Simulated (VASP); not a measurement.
# Te2Mo (P6_3/mmc) in VASP: further runs

The runs below take Te2Mo through single point, with revPBE.

Program: VASP 6.6.1. These are calculated values, not measurements. Logs are shortened: lines on timing, memory, paths and dates and some standing lists are left out, and cuts for length are marked.

## (1) The cell of the first run

The structure is hexagonal, space group P6_3/mmc (No. 194). Conventional cell: a = 3.397 Å, b = 3.397 Å, c = 13.491 Å, α = 90.00°, β = 90.00°, γ = 120.00°. Within 3.5 Å of Te (site symmetry 3m) lie 3 Mo at 2.62 Å and 7 Te at 3.40 to 3.48 Å. Mo (site symmetry -6m2) has 6 Te at 2.62 Å and 6 Mo at 3.40 Å within 3.5 Å.

## (2) Single point, revPBE

Input file INCAR:

```
SYSTEM = Te2Mo
ALGO = Normal
EDIFF = 1E-6
ENCUT = 520
GGA = RE
ISIF = 2
ISMEAR = -1
LASPH = .TRUE.
LCHARG = .FALSE.
LREAL = .FALSE.
LWAVE = .FALSE.
NBANDS = 35
NELM = 60
PREC = Accurate
SIGMA = 0.2
```

Input file KPOINTS:

```
k-points
0
G
  8 8 2
  0 0 0
```

Input file POSCAR:

```
Te2Mo
1.0
    3.3967847529      0.0000000000      0.0000000000
   -1.6983923765      2.9417013315      0.0000000000
    0.0000000000      0.0000000000     13.4913624647
Te Mo
4 2
Direct
    0.3333333333      0.6666666667      0.6210000000
    0.6666666667      0.3333333333      0.1210000000
    0.3333333333      0.6666666667      0.8790000000
    0.6666666667      0.3333333333      0.3790000000
    0.3333333333      0.6666666667      0.2500000000
    0.6666666667      0.3333333333      0.7500000000
```

Potentials or basis: VASP PAW PBE potentials, release 64 (Te, Mo_sv).

Command:

```
$ cat potpaw_PBE.64/Te/POTCAR potpaw_PBE.64/Mo_sv/POTCAR > POTCAR
$ mpirun -np 1 vasp_std > vasp.out
```

OUTCAR:

```text
SYSTEM = Te2Mo
   EDIFF = 1E-6
   ENCUT = 520
   GGA = RE
   ISIF = 2
   ISMEAR = -1
   LASPH = .TRUE.
   LREAL = .FALSE.
   NELM = 60
   PREC = Accurate

 ion  position               nearest neighbor table
   1  0.333  0.667  0.621-   6 2.62   6 2.62   6 2.62   3 3.48
   2  0.667  0.333  0.121-   5 2.62   5 2.62   5 2.62   4 3.48
   3  0.333  0.667  0.879-   6 2.62   6 2.62   6 2.62   1 3.48
   4  0.667  0.333  0.379-   5 2.62   5 2.62   5 2.62   2 3.48
   5  0.333  0.667  0.250-   2 2.62   4 2.62   2 2.62   4 2.62   2 2.62   4 2.62
   6  0.667  0.333  0.750-   1 2.62   3 2.62   1 2.62   3 2.62   1 2.62   3 2.62

  LATTYP: Found a hexagonal cell.
 ALAT       =     3.3967847529
 C/A-ratio  =     3.9718037633

  Lattice vectors:

 A1 = (   3.3967847529,   0.0000000000,   0.0000000000)
 A2 = (  -1.6983923765,   2.9417013315,   0.0000000000)
 A3 = (   0.0000000000,   0.0000000000,  13.4913624647)

Analysis of symmetry for initial positions (statically):
=====================================================================
 Subroutine PRICEL returns:
 Original cell was already a primitive cell.

 Routine SETGRP: Setting up the symmetry group for a
 hexagonal supercell.

 Subroutine GETGRP returns: Found 24 space group operations
 (whereof 12 operations were pure point group operations)
 out of a pool of 24 trial point group operations.

The static configuration has the point symmetry D_3d.
 The point group associated with its full space group is D_6h.

Analysis of symmetry for dynamics (positions and initial velocities):
=====================================================================
 Subroutine PRICEL returns:
 Original cell was already a primitive cell.

 Routine SETGRP: Setting up the symmetry group for a
 hexagonal supercell.

 Subroutine GETGRP returns: Found 24 space group operations
 (whereof 12 operations were pure point group operations)
 out of a pool of 24 trial point group operations.

The dynamic configuration has the point symmetry D_3d.
 The point group associated with its full space group is D_6h.

 Subroutine INISYM returns: Found 24 space group operations
 (whereof 12 operations are pure point group operations),
 and found     1 'primitive' translations

----------------------------------------------------------------------------------------

                                     Primitive cell

  volume of cell :     134.8101

  direct lattice vectors                    reciprocal lattice vectors
     3.396784753  0.000000000  0.000000000     0.294396046  0.169969668  0.000000000
    -1.698392376  2.941701332  0.000000000     0.000000000  0.339939337  0.000000000
     0.000000000  0.000000000 13.491362465     0.000000000  0.000000000  0.074121498

  length of vectors
     3.396784753  3.396784272 13.491362465     0.339939289  0.339939337  0.074121498

  position of ions in fractional coordinates (direct lattice)
     0.333333333  0.666666667  0.621000000
     0.666666667  0.333333333  0.121000000
     0.333333333  0.666666667  0.879000000
     0.666666667  0.333333333  0.379000000
     0.333333333  0.666666667  0.250000000
     0.666666667  0.333333333  0.750000000

  ion indices of the primitive-cell ions
   primitive index   ion index
                 1           1
                 2           2
                 3           3
                 4           4
                 5           5
                 6           6

----------------------------------------------------------------------------------------

 KPOINTS: k-points

Automatic generation of k-mesh.
 Grid dimensions read from file:
 generate k-points for:    8    8    2

 Generating k-lattice:

  Cartesian coordinates                     Fractional coordinates (reciprocal lattice)
     0.036799506  0.021246209  0.000000000     0.125000000  0.000000000  0.000000000
     0.000000000  0.042492417  0.000000000     0.000000000  0.125000000  0.000000000
     0.000000000  0.000000000  0.037060749     0.000000000  0.000000000  0.500000000

  Length of vectors
     0.042492411  0.042492417  0.037060749

  Shift w.r.t. Gamma in fractional coordinates (k-lattice)
     0.000000000  0.000000000  0.000000000

 Subroutine IBZKPT returns following result:
 ===========================================

 Found     20 irreducible k-points:

 Following reciprocal coordinates:
            Coordinates               Weight
  0.000000  0.000000  0.000000      1.000000
  0.125000  0.000000  0.000000      6.000000
  0.250000  0.000000  0.000000      6.000000
  0.375000  0.000000  0.000000      6.000000
  0.500000  0.000000  0.000000      3.000000
  0.125000  0.125000  0.000000      6.000000
[... 12 lines left out ...]
  0.250000  0.250000  0.500000      6.000000
  0.375000  0.250000  0.500000      6.000000
   k-points           NKPTS =     20   k-points in BZ     NKDIM =     20   number of bands    NBANDS=     35
   number of dos      NEDOS =    301   number of ions     NIONS =      6
   total plane-waves  NPLWV =  78400
   dimension x,y,z NGX =    28 NGY =   28 NGZ =  100
   dimension x,y,z NGXF=    56 NGYF=   56 NGZF=  200
   ions per type =               4   2
   NGX,Y,Z   is equivalent  to a cutoff of  13.70, 13.70, 12.32 a.u.
   NGXF,Y,Z  is equivalent  to a cutoff of  27.41, 27.41, 24.64 a.u.
 SYSTEM =  Te2Mo
   PREC   = accura    normal or accurate (medium, high low for compatibility)
   ISTART =      0    job   : 0-new  1-cont  2-samecut
   ICHARG =      2    charge: 1-file 2-atom 10-const
   ISPIN  =      1    spin polarized calculation?
   LNONCOLLINEAR =      F non collinear calculations
   LSORBIT =      F    spin-orbit coupling
   LASPH  =      T    aspherical Exc in radial PAW
   ENCUT  =  520.0 eV  38.22 Ry    6.18 a.u.   6.32  6.32 25.08*2*pi/ulx,y,z
   NELM   =     60;   NELMIN=  2; NELMDL= -5     # of ELM steps
   EDIFF  = 0.1E-05   stopping-criterion for ELM
   LREAL  =      F    real-space projection
   EDIFFG = 0.1E-04   stopping-criterion for IOM
   NSW    =      0    number of steps for IOM
   IBRION =     -1    ionic relax: 0-MD 1-quasi-New 2-CG
   NFREE  =      0    steps in history (QN), initial steepest desc. (CG)
   ISIF   =      2    stress and relaxation
   ISYM   =      2    0-nonsym 1-usesym 2-fastsym
   POTIM  = 0.5000    time-step for ionic-motion
   TEBEG  =    0.0;   TEEND  =   0.0 temperature during run
   PSTRESS=    0.0 pullay stress
   NELECT =      52.0000    total number of electrons
   NUPDOWN=      -1.0000    fix difference up-down
   EMIN   =  10.00;   EMAX   =-10.00  energy-range for DOS
   EFERMI =   0.00;   METHOD = LEGACY
   ISMEAR =    -1;   SIGMA  =   0.20  broadening in eV -4-tet -1-fermi 0-gaus
   EFERMI_NEDOS =   21; number of points for ismear=-14 and -15
   IALGO  =     38    algorithm
   IMIX   =      4    mixing-type and parameters
     AMIX     =   0.40;   BMIX     =  1.00
     AMIX_MAG =   1.60;   BMIX_MAG =  1.00
  volume/ion in A,a.u.               =      22.47       151.62
  Fermi-wavevector in a.u.,A,eV,Ry     =   1.191704  2.251994 19.322435  1.420159
  Thomas-Fermi vector in A             =   2.327760
   LORBIT       =      0    0 simple, 1 ext, 2 COOP (PROOUT), +10 PAW based schemes
   GGA     = RE    functional components
   LHFCALC =     F    Hartree Fock is set to
   AEXX    =    0.0000 exact exchange contribution
   IVDW    =     0    specifies the selected vdW correction
   LEPSILON=     F    determine dielectric tensor
   LRPA    =     F    only Hartree local field effects (RPA)
 non-spin polarized calculation
  energy-cutoff  :      520.00
  volume of cell :      134.81
 maximum number of plane-waves:      3644
 NGX is ok and might be reduce to    28
   NGX = 13   NGY = 13   NGZ = 51

 number of electron      52.0000001 magnetization

 Free energy of the ion-electron system (eV)
  ---------------------------------------------------
  ext. energy  EPLUGINS =         0.00000000
  ---------------------------------------------------
  free energy    TOTEN  =       -32.74585211 eV

  energy without entropy =      -32.63599232  energy(sigma->0) =      -32.69092221

 E-fermi :  10.0950     XC(G=0): -10.8995

 val. band max:        9.7268305757   @ k =   0.1250   0.0000   0.0000
 cond. band min:      10.4954282184   @ k =   0.2500   0.1250   0.0000
 fundamental gap:      0.7685976426
 Fermi energy:        10.0949509937

 k-point     1 :       0.0000    0.0000    0.0000
  band No.  band energies     occupation
      1     -51.0348      2.00000
      2     -51.0347      2.00000
      3     -25.3056      2.00000
      4     -25.3055      2.00000
      5     -25.0989      2.00000
      6     -25.0989      2.00000
[... 27 lines left out ...]
     34      13.6737      0.00000
     35      16.0815      0.00000

 k-point     2 :       0.1250    0.0000    0.0000
  band No.  band energies     occupation
      1     -51.0322      2.00000
      2     -51.0322      2.00000
      3     -25.2983      2.00000
      4     -25.2983      2.00000
      5     -25.1292      2.00000
      6     -25.1292      2.00000
[... 27 lines left out ...]
     34      13.4389      0.00000
     35      16.6120      0.00000

 k-point     3 :       0.2500    0.0000    0.0000
  band No.  band energies     occupation
      1     -51.0261      2.00000
      2     -51.0261      2.00000
      3     -25.2808      2.00000
      4     -25.2807      2.00000
      5     -25.2018      2.00000
      6     -25.2018      2.00000
[... 27 lines left out ...]
     34      13.8520      0.00000
     35      16.2075      0.00000
[... 571 lines left out ...]
 k-point    19 :       0.2500    0.2500    0.5000
  band No.  band energies     occupation
      1     -51.0175      2.00000
      2     -51.0175      2.00000
      3     -25.2655      2.00000
      4     -25.2655      2.00000
      5     -25.2559      2.00000
      6     -25.2559      2.00000
[... 27 lines left out ...]
     34      13.8250      0.00000
     35      15.4355      0.00000

 k-point    20 :       0.3750    0.2500    0.5000
  band No.  band energies     occupation
      1     -51.0157      2.00000
      2     -51.0157      2.00000
      3     -25.2684      2.00000
      4     -25.2684      2.00000
      5     -25.2507      2.00000
      6     -25.2507      2.00000
[... 27 lines left out ...]
     34      13.7230      0.00000
     35      15.0052      0.00000

------------------------ aborting loop because EDIFF is reached ----------------------------------------

  FORCE on cell =-STRESS in cart. coord.  units (eV):
  Direction    XX          YY          ZZ          XY          YZ          ZX
  --------------------------------------------------------------------------------------
  -------------------------------------------------------------------------------------
  Total       14.4911742     14.4911688     17.8457452     -0.0000000     -0.0000000      0.0000000
  in kB      172.2232362    172.2231711    212.0913009     -0.0000000     -0.0000000      0.0000000
  external PRESSURE =     185.5125694 kB  Pullay stress =       0.0000000 kB

 VOLUME and BASIS-vectors are now :
 -----------------------------------------------------------------------------
  energy-cutoff  :      520.00
  volume of cell :      134.81
      direct lattice vectors                 reciprocal lattice vectors
     3.396784753  0.000000000  0.000000000     0.294396046  0.169969668  0.000000000
    -1.698392376  2.941701332  0.000000000     0.000000000  0.339939337  0.000000000
     0.000000000  0.000000000 13.491362465     0.000000000  0.000000000  0.074121498

 POSITION                                       TOTAL-FORCE (eV/Angst)
 -----------------------------------------------------------------------------------
     -0.00000      1.96113      8.37814         0.000000     -0.000000     -1.989848
      1.69839      0.98057      1.63245         0.000000      0.000000     -1.989848
     -0.00000      1.96113     11.85891        -0.000000     -0.000000      1.989848
      1.69839      0.98057      5.11323        -0.000000      0.000000      1.989848
     -0.00000      1.96113      3.37284        -0.000000     -0.000000      0.000000
      1.69839      0.98057     10.11852         0.000000      0.000000      0.000000
 -----------------------------------------------------------------------------------
    total drift:                                0.000000     -0.000000      0.000000

  FREE ENERGIE OF THE ION-ELECTRON SYSTEM (eV)
  ---------------------------------------------------
  free  energy   TOTEN  =       -32.7458521060 eV

  energy  without entropy=      -32.6359923223  energy(sigma->0) =      -32.69092221
```

Wall time 88 s (1 thread of AMD EPYC 7R43 (Zen 3), shared host); peak memory 0.26 GiB.

What came out:

```
Free energy            : -32.7459 eV
Pressure               : 18.6 GPa
Largest force          : 1.990 eV/Å
Band gap on the k mesh : 0.77 eV, indirect (least direct gap 1.39 eV)
```

Forces on the atoms (eV/Å):
```
Te   0.000  0.000 -1.990
Te   0.000  0.000 -1.990
Te   0.000  0.000  1.990
Te   0.000  0.000  1.990
Mo   0.000  0.000  0.000
Mo   0.000  0.000  0.000
```

Caveat: the PAW data sets were made with another functional, which shifts forces and pressure a little; spin-orbit coupling is left out, which moves the levels of the heavy elements; this functional lacks dispersion, which binds the layers, so the pressure and a relaxed spacing across them are unreliable.

(Continued in part 2 of 2.)
